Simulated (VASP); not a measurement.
# MoSe (F-43m) in VASP: a series of runs, part 2 of 2

VASP 6.6.1.

**5. Single point, PBE+U, collinear spin**

This run uses another cell than the first one, of 31.69 Å³/atom.

INCAR reads:

```
SYSTEM = MoSe
ALGO = Normal ; EDIFF = 1E-6
ENCUT = 520 ; GGA = PE
ISIF = 2 ; ISMEAR = 0
ISPIN = 2 ; LASPH = .TRUE.
LCHARG = .FALSE. ; LDAU = .TRUE.
LDAUJ = 0 0 ; LDAUL = 2 -1
LDAUPRINT = 1 ; LDAUTYPE = 2
LDAUU = 4.38 0 ; LMAXMIX = 4
LORBIT = 11 ; LREAL = .FALSE.
LWAVE = .FALSE. ; MAGMOM = 2 0
NBANDS = 21 ; NELM = 150
PREC = Accurate ; SIGMA = 0.1
```

KPOINTS reads:

```
k-points
0
G
  12 12 12
  0 0 0
```

POSCAR reads:

```
MoSe
1.0
    0.0000000000      3.1645543104      3.1645543104
    3.1645543104      0.0000000000      3.1645543104
    3.1645543104      3.1645543104      0.0000000000
Mo Se
1 1
Direct
    0.0000000000      0.0000000000      0.0000000000
    0.2500000000      0.2500000000      0.2500000000
```

Potentials or basis: VASP PAW PBE potentials, release 64 (Mo_sv, Se).

Launch:

```bash
> cat potpaw_PBE.64/Mo_sv/POTCAR potpaw_PBE.64/Se/POTCAR > POTCAR
> mpirun -np 1 vasp_std > vasp.out
```

OUTCAR:

```text
SYSTEM = MoSe
   EDIFF = 1E-6
   ENCUT = 520
   GGA = PE
   ISIF = 2
   ISMEAR = 0
   ISPIN = 2
   LASPH = .TRUE.
   LORBIT = 11
   LREAL = .FALSE.
   NELM = 150
   PREC = Accurate

 ion  position               nearest neighbor table
   1  0.000  0.000  0.000-   2 2.74   2 2.74   2 2.74   2 2.74
   2  0.250  0.250  0.250-   1 2.74   1 2.74   1 2.74   1 2.74

  LATTYP: Found a face centered cubic cell.
 ALAT       =     6.3291086208

  Lattice vectors:

 A1 = (   0.0000000000,   3.1645543104,   3.1645543104)
 A2 = (   3.1645543104,   0.0000000000,   3.1645543104)
 A3 = (   3.1645543104,   3.1645543104,   0.0000000000)

Analysis of symmetry for initial positions (statically):
=====================================================================
 Subroutine PRICEL returns:
 Original cell was already a primitive cell.

 Routine SETGRP: Setting up the symmetry group for a
 face centered cubic supercell.

 Subroutine GETGRP returns: Found 24 space group operations
 (whereof 24 operations were pure point group operations)
 out of a pool of 48 trial point group operations.

[... 222 lines left out ...]

 k-point     1 :       0.0000    0.0000    0.0000
  band No.  band energies     occupation
      1     -58.1765      1.00000
      2     -32.4063      1.00000
      3     -32.4063      1.00000
      4     -32.4063      1.00000
      5      -9.7724      1.00000
      6      -0.8199      1.00000
[... 1145 lines left out ...]
     20      15.2249      0.00000
     21      17.1222      0.00000

 [... further k-points ...]
[... 5 lines left out ...]
  --------------------------------------------------------------------------------------
  -------------------------------------------------------------------------------------
  Total       -0.9988402     -0.9988402     -0.9988402      0.0000000     -0.0000000      0.0000000
  in kB      -25.2486960    -25.2486960    -25.2486960      0.0000000     -0.0000000      0.0000000
  external PRESSURE =     -25.2486960 kB  Pullay stress =       0.0000000 kB

 VOLUME and BASIS-vectors are now :
 -----------------------------------------------------------------------------
  energy-cutoff  :      520.00
  volume of cell :       63.38
      direct lattice vectors                 reciprocal lattice vectors
     0.000000000  3.164554310  3.164554310    -0.158000132  0.158000132  0.158000132
     3.164554310  0.000000000  3.164554310     0.158000132 -0.158000132  0.158000132
     3.164554310  3.164554310  0.000000000     0.158000132  0.158000132 -0.158000132

 POSITION                                       TOTAL-FORCE (eV/Angst)
 -----------------------------------------------------------------------------------
      0.00000      0.00000      0.00000         0.000000      0.000000     -0.000000
      1.58228      1.58228      1.58228        -0.000000     -0.000000      0.000000
 -----------------------------------------------------------------------------------
    total drift:                                0.000000      0.000000      0.000000

  FREE ENERGIE OF THE ION-ELECTRON SYSTEM (eV)
  ---------------------------------------------------
  free  energy   TOTEN  =        -9.8679793130 eV

  energy  without entropy=       -9.8619458034  energy(sigma->0) =       -9.86496256

 total charge

# of ion       s       p       d       tot
------------------------------------------
    1        2.206   6.049   3.904  12.159
    2        1.446   2.352   0.031   3.829
--------------------------------------------------
tot          3.652   8.401   3.935  15.988

 magnetization (x)

# of ion       s       p       d       tot
------------------------------------------
    1        0.064   0.036   3.542   3.642
    2        0.001  -0.248   0.027  -0.220
--------------------------------------------------
tot          0.064  -0.212   3.569   3.422
```

OSZICAR:

```text
N       E                     dE             d eps       ncg     rms          rms(c)
DAV:   1     0.127819522592E+03    0.12782E+03   -0.96813E+03  6384   0.853E+02
DAV:   2    -0.384760452468E+01   -0.13167E+03   -0.12724E+03  7261   0.233E+02
DAV:   3    -0.816745315166E+01   -0.43198E+01   -0.42734E+01  7272   0.373E+01
DAV:   4    -0.819679227272E+01   -0.29339E-01   -0.29333E-01  6568   0.345E+00
DAV:   5    -0.819699467213E+01   -0.20240E-03   -0.20240E-03  7341   0.299E-01    0.716E+00
DAV:   6    -0.930117018417E+01   -0.11042E+01   -0.61849E+00  6423   0.113E+01    0.795E+00
DAV:   7    -0.982482832651E+01   -0.52366E+00   -0.36189E-01  6508   0.394E+00    0.328E+00
DAV:   8    -0.985837733882E+01   -0.33549E-01   -0.12210E-01  6433   0.234E+00    0.173E+00
DAV:   9    -0.986545973614E+01   -0.70824E-02   -0.47951E-02  6911   0.148E+00    0.571E-01
DAV:  10    -0.986739424456E+01   -0.19345E-02   -0.45448E-03  6468   0.394E-01    0.223E-01
DAV:  11    -0.986782857606E+01   -0.43433E-03   -0.76426E-04  6841   0.191E-01    0.710E-02
DAV:  12    -0.986791779111E+01   -0.89215E-04   -0.82242E-05  6768   0.544E-02    0.427E-02
DAV:  13    -0.986796504670E+01   -0.47256E-04   -0.23821E-05  6654   0.273E-02    0.202E-02
DAV:  14    -0.986797577889E+01   -0.10732E-04   -0.13215E-05  6698   0.173E-02    0.103E-02
DAV:  15    -0.986797907018E+01   -0.32913E-05   -0.32890E-06  6726   0.912E-03    0.251E-03
DAV:  16    -0.986797931302E+01   -0.24284E-06   -0.18462E-07  4918   0.273E-03
   1 F= -.98679793E+01 E0= -.98649626E+01  d E =-.603351E-02  mag=     4.0001
```

It took 5.9 min on 1 thread of Intel Xeon 8259CL, shared host; peak memory 0.34 GiB.

Results:

- Free energy: -9.8680 eV
- Pressure: -2.5 GPa
- Band gap on the k mesh: zero (filled and empty bands overlap)
- Net moment: 4.00 μB per cell
- Site moments: Mo +3.64; Se -0.22 μB
- Valence electrons inside the program's atomic spheres: Mo 12.16; Se 3.83

Levels at points of the mesh, in eV from the Fermi level:
Spin up:
| k point | band 8 | band 9 | band 10 | band 11 | band 12 | band 13 | band 14 | band 15 | band 16 | band 17 |
| --- | --- | --- | --- | --- | --- | --- | --- | --- | --- | --- |
| (0.00, 0.00, 0.00) | -4.29 | -2.50 | -2.50 | 0.03 | 1.65 | 1.65 | 1.65 | 5.93 | 5.93 | 5.93 |
| (0.50, 0.00, 0.00) | -4.07 | -2.25 | -2.25 | -1.64 | 0.43 | 0.43 | 2.43 | 5.93 | 6.64 | 6.64 |
| (0.50, 0.50, 0.00) | -3.44 | -2.21 | -2.09 | -1.82 | -0.86 | -0.86 | 3.36 | 4.85 | 7.56 | 9.43 |
Spin down:
| k point | band 4 | band 5 | band 6 | band 7 | band 8 | band 9 | band 10 | band 11 | band 12 | band 13 |
| --- | --- | --- | --- | --- | --- | --- | --- | --- | --- | --- |
| (0.00, 0.00, 0.00) | -33.28 | -13.38 | -2.89 | -2.89 | -2.89 | 1.17 | 2.96 | 2.96 | 5.09 | 5.09 |
| (0.50, 0.00, 0.00) | -33.28 | -13.08 | -4.12 | -2.81 | -2.81 | 2.60 | 3.11 | 3.11 | 3.72 | 3.91 |
| (0.50, 0.50, 0.00) | -33.29 | -12.99 | -4.16 | -2.84 | -2.84 | 1.29 | 2.45 | 3.52 | 3.52 | 3.77 |

Eigenvalues of the final occupation matrices:
| site | spin | trace | eigenvalues |
| --- | --- | --- | --- |
| site 1 d | 1 | 3.75 | 0.70 0.70 0.70 0.83 0.83 |
| site 1 d | 2 | 0.19 | 0.01 0.01 0.05 0.05 0.05 |

**6. Single point, PBE+U, collinear spin**

This run uses another cell than the first one: it holds 4 atoms, not 2.

INCAR reads:

```
  ALGO = Fast
  EDIFF = 1E-7
  ENCUT = 520
  GGA = PE
  ISIF = 2
  ISMEAR = 0
  ISPIN = 2
  LASPH = T
  LCHARG = T
  LDAU = T
  LDAUJ = 0 0
  LDAUL = 2 -1
  LDAUPRINT = 1
  LDAUTYPE = 2
  LDAUU = 4.38 0
  LELF = T
  LMAXMIX = 4
  LORBIT = 11
  LREAL = F
  LVHAR = T
  LWAVE = F
  MAGMOM = 2 -2 0 0
  NBANDS = 32
  NELM = 150
  PREC = Accurate
  SIGMA = 0.1
```

KPOINTS reads:

```
k-points
0
Gamma
  12 12 6
```

POSCAR reads:

```
MoSe
1.0
    0.0000000000      2.9703041118      2.9703041118
    2.9703041118      0.0000000000      2.9703041118
    5.9406082236      5.9406082236      0.0000000000
Mo Se
2 2
Direct
    1.0000000000      0.0000000000      0.0000000000
    1.0000000000      0.0000000000      0.5000000000
    0.2500000000      0.2500000000      0.1250000000
    0.2500000000      0.2500000000      0.6250000000
```

Potentials or basis: VASP PAW PBE potentials, release 64 (Mo_sv, Se).

Launch:

```bash
> cat potpaw_PBE.64/Mo_sv/POTCAR potpaw_PBE.64/Se/POTCAR > POTCAR
> mpirun -np 1 vasp_std > vasp.out
```

OUTCAR:

```text
EDIFF = 1E-7
   ENCUT = 520
   GGA = PE
   ISIF = 2
   ISMEAR = 0
   ISPIN = 2
   LASPH = T
   LORBIT = 11
   LREAL = F
   NELM = 150
   PREC = Accurate

 ion  position               nearest neighbor table
   1  0.000  0.000  0.000-   4 2.57   3 2.57   3 2.57   3 2.57
   2  0.000  0.000  0.500-   3 2.57   4 2.57   4 2.57   4 2.57
   3  0.250  0.250  0.125-   1 2.57   1 2.57   2 2.57   1 2.57
   4  0.250  0.250  0.625-   2 2.57   2 2.57   1 2.57   2 2.57

  LATTYP: Found a trigonal (rhomboedric) cell.
 ALAT       =     7.2757294548
 COS(alpha) =     0.8333333333

  Lattice vectors:

 A1 = (   5.9406082236,   2.9703041118,  -2.9703041118)
 A2 = (   2.9703041118,   2.9703041118,  -5.9406082236)
 A3 = (   2.9703041118,   5.9406082236,  -2.9703041118)

Analysis of symmetry for initial positions (statically):
=====================================================================
 Subroutine PRICEL returns following result:

  LATTYP: Found a face centered cubic cell.
 ALAT       =     5.9406082236
[... 12 lines left out ...]
 Subroutine GETGRP returns: Found  6 space group operations
 (whereof  6 operations were pure point group operations)
 out of a pool of 12 trial point group operations.

The static configuration has the point symmetry C_3v.

Analysis of symmetry for dynamics (positions and initial velocities):
=====================================================================
 Subroutine PRICEL returns following result:

  LATTYP: Found a face centered cubic cell.
 ALAT       =     5.9406082236
[... 12 lines left out ...]
 Subroutine GETGRP returns: Found  6 space group operations
 (whereof  6 operations were pure point group operations)
[... 254 lines left out ...]
  o =  0.8225  v =  0.0000  0.0000  0.0000  0.0000  0.0000  0.0000 -0.0136 -0.0000  0.0136  0.9998      0.0000  0.0000  0.0000  0.0000  0.0000  0.0000  0.0000  0.0000  0.0000  0.0000

 number of electron      40.0000003 magnetization      -0.0000000

 Free energy of the ion-electron system (eV)
  ---------------------------------------------------
  ext. energy  EPLUGINS =         0.00000000
  ---------------------------------------------------
  free energy    TOTEN  =       -19.48597548 eV

  energy without entropy =      -19.47239524  energy(sigma->0) =      -19.47918536

 E-fermi :   5.1927     XC(G=0):  -9.4796

 val. band max:        5.1780029694   @ k =   0.2500   0.0000   0.0000
 cond. band min:       5.1988362178   @ k =  -0.3333   0.1667   0.0000
 fundamental gap:      0.0208332484
 Fermi energy:         5.1926604906

 spin component 1

 k-point     1 :       0.0000    0.0000    0.0000
  band No.  band energies     occupation
      1     -56.7428      1.00000
      2     -54.6806      1.00000
      3     -31.0241      1.00000
      4     -31.0241      1.00000
      5     -30.8834      1.00000
      6     -28.7626      1.00000
[... 1673 lines left out ...]
     31      13.1485      0.00000
     32      13.3649      0.00000

 [... further k-points ...]

------------------------ aborting loop because EDIFF is reached ----------------------------------------

  FORCE on cell =-STRESS in cart. coord.  units (eV):
  Direction    XX          YY          ZZ          XY          YZ          ZX
  --------------------------------------------------------------------------------------
  -------------------------------------------------------------------------------------
  Total        3.5483478      3.5483478      3.5483478      0.9731534     -0.9731534     -0.9731534
  in kB       54.2342975     54.2342975     54.2342975     14.8740464    -14.8740464    -14.8740464
  external PRESSURE =      54.2342975 kB  Pullay stress =       0.0000000 kB

 VOLUME and BASIS-vectors are now :
 -----------------------------------------------------------------------------
  energy-cutoff  :      520.00
  volume of cell :      104.82
      direct lattice vectors                 reciprocal lattice vectors
     0.000000000  2.970304112  2.970304112    -0.168332932  0.168332932  0.168332932
     2.970304112  0.000000000  2.970304112     0.168332932 -0.168332932  0.168332932
     5.940608224  5.940608224  0.000000000     0.084166466  0.084166466 -0.084166466

 POSITION                                       TOTAL-FORCE (eV/Angst)
 -----------------------------------------------------------------------------------
      0.00000      0.00000      0.00000         0.204389      0.204389     -0.204389
      2.97030      2.97030      0.00000         0.204389      0.204389     -0.204389
      1.48515      1.48515      1.48515        -0.204389     -0.204389      0.204389
      4.45546      4.45546      1.48515        -0.204389     -0.204389      0.204389
 -----------------------------------------------------------------------------------
    total drift:                               -0.000038     -0.000038      0.000037

  FREE ENERGIE OF THE ION-ELECTRON SYSTEM (eV)
  ---------------------------------------------------
  free  energy   TOTEN  =       -19.4859754800 eV

  energy  without entropy=      -19.4723952435  energy(sigma->0) =      -19.47918536

 total charge

# of ion       s       p       d       tot
------------------------------------------
    1        2.241   6.092   3.921  12.253
    2        2.241   6.092   3.921  12.253
    3        1.435   2.447   0.062   3.945
    4        1.435   2.447   0.062   3.945
--------------------------------------------------
tot          7.352  17.078   7.966  32.396

 magnetization (x)

# of ion       s       p       d       tot
------------------------------------------
    1        0.041   0.036   3.155   3.231
    2       -0.041  -0.036  -3.155  -3.231
    3       -0.007  -0.126   0.022  -0.111
    4        0.007   0.126  -0.022   0.111
--------------------------------------------------
tot          0.000   0.000  -0.000  -0.000
```

stdout:

```text
POSCAR found type information on POSCAR MoSe
 POSCAR found :  2 types and       4 ions
 scaLAPACK will be used
 LDA part: xc-table for (Slater+PW92), standard interpolation
 -----------------------------------------------------------------------------
|                                                                             |
|           W    W    AA    RRRRR   N    N  II  N    N   GGGG   !!!           |
|           W    W   A  A   R    R  NN   N  II  NN   N  G    G  !!!           |
|           W    W  A    A  R    R  N N  N  II  N N  N  G       !!!           |
|           W WW W  AAAAAA  RRRRR   N  N N  II  N  N N  G  GGG   !            |
|           WW  WW  A    A  R   R   N   NN  II  N   NN  G    G                |
|           W    W  A    A  R    R  N    N  II  N    N   GGGG   !!!           |
|                                                                             |
|     Your reciprocal lattice and k-lattice belong to different lattice       |
|     classes:                                                                |
|                                                                             |
|        The reciprocal lattice is rhombohedral (trigonal),                   |
|        whereas your k-lattice is body-centered cubic.                       |
|                                                                             |
|     Results are often still useful ...                                      |
|                                                                             |
 -----------------------------------------------------------------------------

 POSCAR, INCAR and KPOINTS ok, starting setup
 FFT: planning ... GRIDC
 FFT: planning ... GRID_SOFT
 FFT: planning ... GRID
 WAVECAR not read
 entering main loop
```

It took 17 min on 1 thread of Oxide Virtual Turin-like, shared host; peak memory 0.57 GiB.

What came out:

| Property | Result |
| --- | --- |
| Free energy | -19.4860 eV |
| Pressure | 5.4 GPa |
| Band gap on the k mesh | zero (filled and empty bands overlap) |
| Net moment | 0.00 μB per cell |
| Site moments | Mo +3.23, -3.23; Se -0.11, +0.11 μB |
| Valence electrons inside the program's atomic spheres | Mo 12.25; Se 3.94 |

Eigenvalues of the final occupation matrices:
| site | spin | trace | eigenvalues |
| --- | --- | --- | --- |
| site 1 d | 1 | 3.57 | 0.58 0.58 0.77 0.82 0.82 |
| site 1 d | 2 | 0.39 | 0.03 0.03 0.10 0.10 0.13 |
| site 2 d | 1 | 0.39 | 0.03 0.03 0.10 0.10 0.13 |
| site 2 d | 2 | 3.57 | 0.58 0.58 0.77 0.82 0.82 |

Caveat: the cell stands under pressure.

**7. The runs side by side**

| cell | k mesh | gap on the mesh (eV) | pressure (GPa) | moment (μB) |
| --- | --- | --- | --- | --- |
| a = 4.417 Å, angles 60.0°, 2 atoms, atomic positions A | 12 × 12 × 12 | none | -0.9 | 4.00 |
| a = 4.475 Å, angles 60.0°, 2 atoms, atomic positions A | 12 × 12 × 12 | none | -2.5 | 4.00 |
| a = 4.201, b = 4.201, c = 8.401 Å, angles 60.0°, 4 atoms, atomic positions B | 12 × 12 × 6 | none | 5.4 | 0.00 |

Alike in all rows: task single point; level PBE+U; potentials or basis VASP PAW PBE potentials, release 64 (Mo_sv, Se); spin collinear; Mo d U = 4.38 eV; cutoff (eV) 520; smearing gaussian 0.1 eV.

Caveats: the cell stands under pressure (at least some runs).

Absolute energies hang on the potentials; compare differences alone.

The gap in the log of VASP goes by the Fermi energy; the results here count the filled bands.